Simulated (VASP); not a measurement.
**SnO: single point with PBE**

Crystal: SnO.

```xyz
4
Lattice="3.3550 0.0000 0.0000 0.0000 5.6741 0.0000 0.0000 0.0000 4.2220" Properties=species:S:1:pos:R:3 pbc="T T T"
Sn    0.0000    1.3159    2.1665
Sn    1.6775    4.3582    0.0555
O     0.0000    5.0570    3.3360
O     1.6775    0.6171    1.0000
```

This cell differs from its parent crystal: one atom moved.

```json
{"Program": "VASP 6.6.1", "Task": "single point", "Functional": "PBE", "Potentials or basis": "VASP PAW PBE potentials, release 64 (Sn_d, O)", "Cutoff": "520 eV", "k mesh": "8 × 6 × 6", "Occupations": "gaussian, width 0.02 eV", "Spin": "no spin polarisation"}
```

* Pressure: 3.2 GPa
* Largest force: 2.053 eV/Å
* Band gap on the k mesh: 1.39 eV (least direct gap 2.11 eV)

Forces in eV/Å, atoms in the order of the input:
```
Sn   0.000 -0.076  0.147
Sn   0.000 -0.903  1.182
O    0.000  1.088 -1.741
O    0.000 -0.110  0.411
```

Stress tensor (GPa, compression positive):
```
5.31 0.00 0.00
0.00 1.62 0.00
0.00 0.00 2.60
```

Levels at points of the mesh, in eV from the valence-band top:
| k point | band 18 | band 19 | band 20 | band 21 | band 22 | band 23 |
| --- | --- | --- | --- | --- | --- | --- |
| (0.00, 0.00, 0.00) | -3.03 | -2.36 | 0.00 | 2.46 | 2.88 | 5.44 |
| (0.50, 0.00, 0.00) | -2.83 | -1.41 | -1.24 | 2.35 | 3.21 | 4.85 |
| (0.00, 0.50, 0.00) | -3.06 | -1.89 | -1.47 | 3.29 | 3.74 | 4.42 |
| (0.50, 0.50, 0.00) | -2.82 | -1.15 | -0.94 | 1.85 | 1.94 | 6.11 |
| (0.00, 0.00, 0.50) | -3.33 | -1.75 | -1.74 | 2.18 | 2.64 | 4.63 |
| (0.50, 0.00, 0.50) | -3.17 | -1.33 | -0.97 | 1.77 | 2.08 | 4.42 |
| (0.00, 0.50, 0.50) | -3.03 | -1.77 | -1.35 | 1.73 | 1.79 | 5.30 |
| (0.50, 0.50, 0.50) | -3.47 | -0.77 | -0.37 | 2.23 | 2.70 | 3.72 |

Run time: 2.6 min on 1 thread of AMD EPYC 7R13 Processor (Zen 3), on a shared host, peak memory 0.28 GiB.

Caveat: the cell differs from its parent crystal (one atom moved); the cell stands under pressure; spin-orbit coupling is left out, which moves the levels of the heavy elements; forces of over 1 eV/Å act on the atoms, so gaps and moduli don't describe the material at rest. A k mesh can miss the band edges.
